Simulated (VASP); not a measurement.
Wanted: the native input for a VASP 6.6.1 run.

- Task: single point
- Functional: PBE
- Potentials or basis: VASP PAW PBE potentials, release 64 (Zr_sv, In_d, S)
- Cutoff: 520 eV
- k mesh: 4 × 4 × 4
- Occupations: gaussian, width 0.1 eV
- Spin: no spin polarisation
- Dipole correction: no
- Further INCAR settings: ALGO = Normal; EDIFF = 1e-07; NBANDS = 30

The structure of ZrInS3 lies in POSCAR:

```
ZrInS3
1.0
    5.1885244900      0.0000000000      0.0000000000
    0.0000000000      5.1885244900      0.0000000000
    0.0000000000      0.0000000000      5.1885244900
Zr In S
1 1 3
Direct
    0.5000000000      0.5000000000      0.5000000000
    0.0000000000      0.0000000000      0.0000000000
    0.5000000000      0.0000000000      0.0000000000
    0.0000000000      0.5000000000      0.0000000000
    0.0000000000      0.0000000000      0.5000000000
```

The cell was generated, and may not be a known phase.

One way to write it, as run:

INCAR

```
PREC = Accurate
ENCUT = 520
EDIFF = 1E-7
ISMEAR = 0
SIGMA = 0.1
LREAL = False
LASPH = True
NELM = 80
ALGO = Normal
ISIF = 2
LWAVE = False
LCHARG = False
GGA = PE
NBANDS = 30
```

KPOINTS

```
Automatic mesh
0
Gamma
  4 4 4
```

Potentials or basis: VASP PAW PBE potentials, release 64 (Zr_sv, In_d, S).

Launch:

```console
$ cat potpaw_PBE.64/Zr_sv/POTCAR potpaw_PBE.64/In_d/POTCAR potpaw_PBE.64/S/POTCAR > POTCAR
$ mpirun -np 1 vasp_std > vasp.out
```

Results of the run:

```
Pressure               : -8.6 GPa
Band gap on the k mesh : zero (an odd number of electrons rules out a gap without spin polarisation)
```

Caveat: the cell stands under tension; spin-orbit coupling is left out, which moves the levels of the heavy elements; an odd number of electrons without spin polarisation forces a metal; a magnetic or distorted state may lie lower.

Wall time 25 s on 1 thread of Intel(R) Xeon(R) 6975P-C (Granite Rapids), with other jobs on the host, peak memory 0.25 GiB.
